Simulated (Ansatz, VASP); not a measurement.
## InSb3 in VASP and in Ansatz

The input INCAR:

```
SYSTEM = InSb3
PREC     = Accurate       ! precision mode
ENCUT    = 520            ! plane-wave cutoff, eV
EDIFF    = 1E-6           ! SCF threshold, eV
ISMEAR   = 0              ! smearing method
SIGMA    = 0.15           ! smearing width, eV
LREAL    = .FALSE.        ! projectors in reciprocal space
LASPH    = .TRUE.         ! aspherical terms in the spheres
NELM     = 80             ! most SCF steps
ALGO     = Normal         ! electronic algorithm
ISIF     = 2              ! what is computed and relaxed
LWAVE    = .FALSE.        ! write WAVECAR
LCHARG   = .TRUE.         ! write CHGCAR
GGA      = PS             ! functional
LELF     = .TRUE.         ! ELF
LVHAR    = .TRUE.       
NBANDS   = 22             ! bands
```

KPOINTS

```
Automatic mesh
0
G
  8 8 8
  0 0 0
```

The input POSCAR:

```
InSb3
1.0
    4.6338930603     -0.1654961807     -0.1654961807
   -0.1654961807      4.6338930603     -0.1654961807
   -0.1654961807     -0.1654961807      4.6338930603
In Sb
1 3
Direct
    0.0000000000      0.0000000000      0.0000000000
    0.5000000000      0.0000000000      0.5000000000
    0.0000000000      0.5000000000      0.5000000000
    0.5000000000      0.5000000000      0.0000000000
```

Input for Ansatz:

```yaml
crystal:
  lattice:
    - [4.6338930603, -0.1654961807, -0.1654961807]
    - [-0.1654961807, 4.6338930603, -0.1654961807]
    - [-0.1654961807, -0.1654961807, 4.6338930603]
  atoms:
    - { symbol: In, position: [0.0, 0.0, 0.0] }
    - { symbol: Sb, position: [0.5, 0.0, 0.5] }
    - { symbol: Sb, position: [0.0, 0.5, 0.5] }
    - { symbol: Sb, position: [0.5, 0.5, 0.0] }
basis:
  ecutwfc: 420
kpoints:
  mp_grid: { grid: [8, 8, 8] }
hamiltonian:
  xc: pbesol
  pseudopotentials: { kind: paw, azcp: { folder: soft_1 } }
scf:
  occupations: { method: gaussian, width: 0.15 }
output:
  forces: true
  stress: true
  eigenvalues: true
```

Change from the starting cell: equal engineering shear yz, xz and xy -0.0700, equal normal strain along x, y and z -0.0200.

Alike in both runs: task single point; functional PBEsol; k mesh 8 × 8 × 8; occupations gaussian, width 0.15 eV; no spin polarisation.

```csv
,VASP,Ansatz
version,VASP 6.6.1,Ansatz 0.2.0
potentials or method,"VASP PAW PBE potentials, release 64 (In_d, Sb), cutoff 520 eV","scalar-relativistic, plane waves, PAW"
valence electrons in the cell,28,58
```

```csv
,VASP,Ansatz,Ansatz less VASP
gap on the k mesh at the Fermi level (eV),none,none,-
pressure (GPa),5.0,4.9,-0.06
"traceless stress, the component that is largest in VASP (GPa)",1.20,1.18,-0.017
```

VASP's potentials were made for PBE, not for PBEsol, and Ansatz warns of the same on its side. A gap of «none» marks a metal or a gap that the smearing closes. VASP's potentials hold 28 valence electrons a cell and Ansatz's 58, so a difference there can come from the potentials and not from the codes.

Spin-orbit coupling is off throughout.
